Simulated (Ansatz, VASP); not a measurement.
**Te4W: VASP beside Ansatz**

```
CELL_PARAMETERS angstrom
5.29396 0.00000 0.00000
0.00000 5.29396 0.00000
0.00000 0.00000 5.29396
ATOMIC_POSITIONS crystal
Te 0.00000 0.00000 0.00000
Te 0.50000 0.50000 0.00000
Te 0.50000 0.00000 0.50000
Te 0.00000 0.50000 0.50000
W 0.50000 0.50000 0.50000
```

Change from the starting cell: species swapped into the Ni4N type (Pm-3m, No. 221).

Alike in both runs: functional PBE; k mesh 8 × 8 × 8; occupations gaussian, width 0.1 eV; no spin polarisation.

Ansatz relaxed the structure, and its values are those at the end. VASP's run is a single point on that final structure, the one shown.

|  | VASP | Ansatz |
| --- | --- | --- |
| version | VASP 6.6.1 | Ansatz 0.2.0 |
| potentials or method | VASP PAW PBE potentials, release 64 (Te, W_sv), cutoff 520 eV | scalar-relativistic, plane waves, PAW |
| valence electrons in the cell | 38 | 78 |

VASP gave:

```
gap on the k mesh at the Fermi level (eV) : none
pressure (GPa)                            : -0.1
```

Problem. Which values does Ansatz return?

Solution. gap on the k mesh at the Fermi level (eV): none; pressure (GPa): 0.0.

A gap of «none» marks a metal or a gap that the smearing closes. The functional is the same, so the differences come from potentials, cutoffs and numerics. VASP's potentials hold 38 valence electrons a cell and Ansatz's 78, so a difference there can come from the potentials and not from the codes.

Neither program's run includes spin-orbit coupling.
